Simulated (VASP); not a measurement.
# CdO (Fm-3m) in VASP: notebook, part 2 of 2

VASP 6.6.1. Earlier steps stand in the parts before.

## Step 5: Single point, b88 exchange, pbe correlation

This run uses another cell than the first one, of 12.97 Å³/atom.

Contents of INCAR:

```
  PREC = Accurate
  ENCUT = 600
  EDIFF = 1E-6
  ISMEAR = -1
  SIGMA = 0.05
  LREAL = False
  LASPH = True
  NELM = 120
  ALGO = Normal
  ISIF = 2
  LWAVE = False
  LCHARG = True
  GGA = LIBXC
  LIBXC1 = GGA_X_B88
  LIBXC2 = GGA_C_PBE
  LELF = True
  LVHAR = True
  NBANDS = 16
  GGA_COMPAT = False
```

Contents of KPOINTS:

```
Automatic mesh
0
Gamma
  10 10 10
```

Contents of POSCAR:

```
CdO
1.0
    0.0000000000      2.3495000000      2.3495000000
    2.3495000000      0.0000000000      2.3495000000
    2.3495000000      2.3495000000      0.0000000000
Cd O
1 1
Direct
    0.0000000000      0.0000000000      0.0000000000
    0.5000000000      0.5000000000      0.5000000000
```

Potentials or basis: VASP PAW PBE potentials, release 64 (Cd, O).

Command:

```console
$ cat potpaw_PBE.64/Cd/POTCAR potpaw_PBE.64/O/POTCAR > POTCAR
$ mpirun -np 1 vasp_std > vasp.out
```

OUTCAR:

```text
PREC = Accurate
   ENCUT = 600
   EDIFF = 1E-6
   ISMEAR = -1
   LREAL = False
   LASPH = True
   NELM = 120
   ISIF = 2
   GGA = LIBXC

 ion  position               nearest neighbor table
   1  0.000  0.000  0.000-   2 2.35   2 2.35   2 2.35   2 2.35   2 2.35   2 2.35
   2  0.500  0.500  0.500-   1 2.35   1 2.35   1 2.35   1 2.35   1 2.35   1 2.35

  LATTYP: Found a face centered cubic cell.
 ALAT       =     4.6990000000

  Lattice vectors:

 A1 = (   0.0000000000,   2.3495000000,   2.3495000000)
 A2 = (   2.3495000000,   0.0000000000,   2.3495000000)
 A3 = (   2.3495000000,   2.3495000000,   0.0000000000)

Analysis of symmetry for initial positions (statically):
=====================================================================
 Subroutine PRICEL returns:
 Original cell was already a primitive cell.

 Routine SETGRP: Setting up the symmetry group for a
 face centered cubic supercell.

 Subroutine GETGRP returns: Found 48 space group operations
 (whereof 48 operations were pure point group operations)
 out of a pool of 48 trial point group operations.

The static configuration has the point symmetry O_h .

Analysis of symmetry for dynamics (positions and initial velocities):
[... 160 lines left out ...]
 val. band max:        1.9748275002   @ k =   0.5000   0.0000   0.0000
 cond. band min:       2.5849249315   @ k =   0.1000   0.0000   0.0000
 fundamental gap:      0.6100974313
 Fermi energy:         2.1402865054

 k-point     1 :       0.0000    0.0000    0.0000
  band No.  band energies     occupation
      1     -15.3862      2.00000
      2      -4.7350      2.00000
      3      -4.7350      2.00000
      4      -4.7350      2.00000
      5      -4.4307      2.00000
      6      -4.4307      2.00000
[... 433 lines left out ...]
      3      -4.8126      2.00000
      4      -4.4449      2.00000
      5      -4.2699      2.00000
      6      -4.1437      2.00000
[... 8 lines left out ...]
     15      25.7362      0.00000
     16      26.2733      0.00000

 [... further k-points ...]

------------------------ aborting loop because EDIFF is reached ----------------------------------------

  FORCE on cell =-STRESS in cart. coord.  units (eV):
  Direction    XX          YY          ZZ          XY          YZ          ZX
  --------------------------------------------------------------------------------------
  -------------------------------------------------------------------------------------
  Total        1.1116545      1.1116545      1.1116545     -0.0000000     -0.0000000     -0.0000000
  in kB       68.6632063     68.6632063     68.6632063     -0.0000000     -0.0000000     -0.0000000
  external PRESSURE =      68.6632063 kB  Pullay stress =       0.0000000 kB

 VOLUME and BASIS-vectors are now :
 -----------------------------------------------------------------------------
  energy-cutoff  :      600.00
  volume of cell :       25.94
      direct lattice vectors                 reciprocal lattice vectors
     0.000000000  2.349500000  2.349500000    -0.212811236  0.212811236  0.212811236
     2.349500000  0.000000000  2.349500000     0.212811236 -0.212811236  0.212811236
     2.349500000  2.349500000  0.000000000     0.212811236  0.212811236 -0.212811236

 POSITION                                       TOTAL-FORCE (eV/Angst)
 -----------------------------------------------------------------------------------
      0.00000      0.00000      0.00000        -0.000000      0.000000      0.000000
      2.34950      2.34950      2.34950         0.000000     -0.000000     -0.000000
 -----------------------------------------------------------------------------------
    total drift:                                0.000000      0.000000      0.000000

  FREE ENERGIE OF THE ION-ELECTRON SYSTEM (eV)
  ---------------------------------------------------
  free  energy   TOTEN  =        -7.4301239486 eV

  energy  without entropy=       -7.4295854673  energy(sigma->0) =       -7.42985471
```

OSZICAR:

```text
N       E                     dE             d eps       ncg     rms          rms(c)
DAV:   1     0.122968427289E+03    0.12297E+03   -0.11288E+04  1568   0.129E+03
DAV:   2    -0.562729272871E+01   -0.12860E+03   -0.11825E+03  1632   0.304E+02
DAV:   3    -0.925210967145E+01   -0.36248E+01   -0.36176E+01  1864   0.557E+01
DAV:   4    -0.926083908156E+01   -0.87294E-02   -0.87292E-02  1840   0.264E+00
DAV:   5    -0.926086329430E+01   -0.24213E-04   -0.24213E-04  1920   0.127E-01    0.106E+01
DAV:   6    -0.748489060994E+01    0.17760E+01   -0.49107E+00  1992   0.379E+01    0.934E+00
DAV:   7    -0.744938992654E+01    0.35501E-01   -0.71339E-01  1584   0.807E+00    0.474E+00
DAV:   8    -0.743334306655E+01    0.16047E-01   -0.96703E-02  1624   0.278E+00    0.750E-01
DAV:   9    -0.742999924593E+01    0.33438E-02   -0.77535E-03  1824   0.929E-01    0.111E-01
DAV:  10    -0.743009502265E+01   -0.95777E-04   -0.78527E-04  1632   0.306E-01    0.391E-02
DAV:  11    -0.743012851546E+01   -0.33493E-04   -0.59557E-05  1856   0.802E-02    0.212E-02
DAV:  12    -0.743012412785E+01    0.43876E-05   -0.11251E-05  1640   0.341E-02    0.694E-03
DAV:  13    -0.743012394855E+01    0.17930E-06   -0.62508E-07  1000   0.825E-03
   1 F= -.74301239E+01 E0= -.74298547E+01  d E =-.538481E-03
```

stdout:

```text
POSCAR found type information on POSCAR CdO
 POSCAR found :  2 types and       2 ions
 scaLAPACK will be used
 -----------------------------------------------------------------------------
|                                                                             |
|                                                                             |
|     You enforced a specific xc type in the INCAR file but a different       |
|     I HOPE YOU KNOW WHAT YOU ARE DOING!                                     |
|                                                                             |
 -----------------------------------------------------------------------------

 LDA part: xc-table for (None,None), standard interpolation
 POSCAR, INCAR and KPOINTS ok, starting setup
 FFT: planning ... GRIDC
 FFT: planning ... GRID_SOFT
 FFT: planning ... GRID
 WAVECAR not read
 entering main loop
```

It took 63 s on 1 thread of Intel Xeon 8259CL, shared host; peak memory 0.14 GiB.

Results:

```
Free energy            : -7.4301 eV
Pressure               : 6.9 GPa
Band gap on the k mesh : zero (bands 9 and 10 overlap by 0.42 eV)
```

Caveat: the cell stands under pressure; semilocal functionals underestimate gaps, and a narrow one can read as zero; the PAW data sets were made with another functional, which shifts forces and pressure a little.

## Step 6: Summary

| level | potentials or basis | cell | cutoff (eV) | gap on the mesh (eV) | pressure (GPa) |
| --- | --- | --- | --- | --- | --- |
| BLYP | VASP PAW PBE potentials, release 64 (Cd_sv_GW, O) | a = 3.366 Å, angles 60.0°, 2 atoms | 700 | none | 5.6 |
| BLYP+D3(BJ) | VASP PAW PBE potentials, release 64 (Cd_sv_GW, O) | a = 3.323 Å, angles 60.0°, 2 atoms | 700 | none | 3.9 |
| BLYP | VASP PAW PBE potentials, release 64 (Cd_sv_GW, O) | a = 3.300 Å, angles 60.0°, 2 atoms | 700 | none | 15.2 |
| b88 exchange, pbe correlation | VASP PAW PBE potentials, release 64 (Cd, O) | a = 3.323 Å, angles 60.0°, 2 atoms | 600 | none | 6.9 |

Alike in all rows: task single point; no spin polarisation; k mesh 10 × 10 × 10; smearing fermi-dirac 0.05 eV.

Caveats: the cell stands under pressure; semilocal functionals underestimate gaps, and a narrow one can read as zero; the PAW data sets were made with another functional, which shifts forces and pressure a little.

Absolute energies hang on the potentials; compare differences alone.

The gap in the log of VASP goes by the Fermi energy; the results here count the filled bands.